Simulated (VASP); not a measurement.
Wanted: the native input for a VASP 6.6.1 run.

```
Task                   : single point
Functional             : r2SCAN
Potentials or basis    : VASP PAW PBE potentials, release 64 (Si, Ge_d, N)
Cutoff                 : 520 eV
k mesh                 : 6 × 6 × 8
Occupations            : fermi-dirac, width 0.02 eV
Spin                   : no spin polarisation
Dipole correction      : no
Further INCAR settings : ALGO = Normal; EDIFF = 1e-06; NBANDS = 60
```

Crystal: Si3Ge3N8.

```
Si Ge N
1.0
     7.82052    0.00000    0.00000
    -3.91026    6.77276    0.00000
     0.00000    0.00000    2.99017
Si Ge N
3 3 8
Direct
  0.23742 0.82429 0.50000
  0.17571 0.41313 0.50000
  0.58687 0.76258 0.50000
  0.39909 0.22855 0.00000
  0.82946 0.60091 0.00000
  0.77145 0.17054 0.00000
  0.33333 0.66667 0.50000
  0.66667 0.33333 0.00000
  0.98235 0.68472 0.50000
  0.30455 0.95938 0.00000
  0.65483 0.69545 0.00000
  0.31528 0.29763 0.50000
  0.04062 0.34517 0.00000
  0.70237 0.01765 0.50000
```

These files were run (other wordings do the same):

POSCAR

```
Si3Ge3N8
1.0
    7.8205151073      0.0000000000      0.0000000000
   -3.9102575537      6.7727647536      0.0000000000
    0.0000000000      0.0000000000      2.9901689729
Si Ge N
3 3 8
Direct
    0.2374192009      0.8242866312      0.5000000000
    0.1757133688      0.4131325696      0.5000000000
    0.5868674304      0.7625807991      0.5000000000
    0.3990891632      0.2285502117      0.0000000000
    0.8294610485      0.6009108368      0.0000000000
    0.7714497883      0.1705389515      0.0000000000
    0.3333333333      0.6666666667      0.5000000000
    0.6666666667      0.3333333333      0.0000000000
    0.9823508489      0.6847233212      0.5000000000
    0.3045479022      0.9593775485      0.0000000000
    0.6548296463      0.6954520978      0.0000000000
    0.3152766788      0.2976275277      0.5000000000
    0.0406224515      0.3451703537      0.0000000000
    0.7023724723      0.0176491511      0.5000000000
```

INCAR.step1

```
SYSTEM = Si3Ge3N8
  PREC = Accurate
  ENCUT = 520
  ISMEAR = -1
  SIGMA = 0.02
  LREAL = .FALSE.
  LASPH = .TRUE.
  NELM = 100
  NBANDS = 60
  GGA = PE
  ALGO = Normal
  EDIFF = 1E-4
  LWAVE = .TRUE.
  LCHARG = .FALSE.
  KPAR = 4
```

INCAR.step2

```
SYSTEM = Si3Ge3N8
  PREC = Accurate
  ENCUT = 520
  EDIFF = 1E-6
  ISMEAR = -1
  SIGMA = 0.02
  LREAL = .FALSE.
  LASPH = .TRUE.
  NELM = 100
  ALGO = Normal
  ISIF = 2
  LWAVE = .FALSE.
  LCHARG = .TRUE.
  METAGGA = R2SCAN
  LMIXTAU = .TRUE.
  LVHAR = .TRUE.
  NBANDS = 60
  ISTART = 1
  KPAR = 4
```

KPOINTS

```
Automatic mesh
0
G
  6 6 8
  0 0 0
```

Potentials or basis: VASP PAW PBE potentials, release 64 (Si, Ge_d, N).

Run with:

```bash
$ cat potpaw_PBE.64/Si/POTCAR potpaw_PBE.64/Ge_d/POTCAR potpaw_PBE.64/N/POTCAR > POTCAR
$ cp INCAR.step1 INCAR
$ mpirun -np 4 vasp_std > vasp.out
$ cp INCAR.step2 INCAR
$ mpirun -np 4 vasp_std > vasp.out
```

Results of the run:

```yaml
Pressure: 0.3 GPa
Largest_force: 0.067 eV/Å
Band_gap_on_the_k_mesh: 3.78 eV
```

Caveat: the PAW data sets were made with another functional, which shifts forces and pressure a little.

Run time: 4.4 min on 4 MPI ranks on Intel(R) Xeon(R) Platinum 8488C (Sapphire Rapids), with other jobs on the host, peak memory 0.5 GiB a rank.
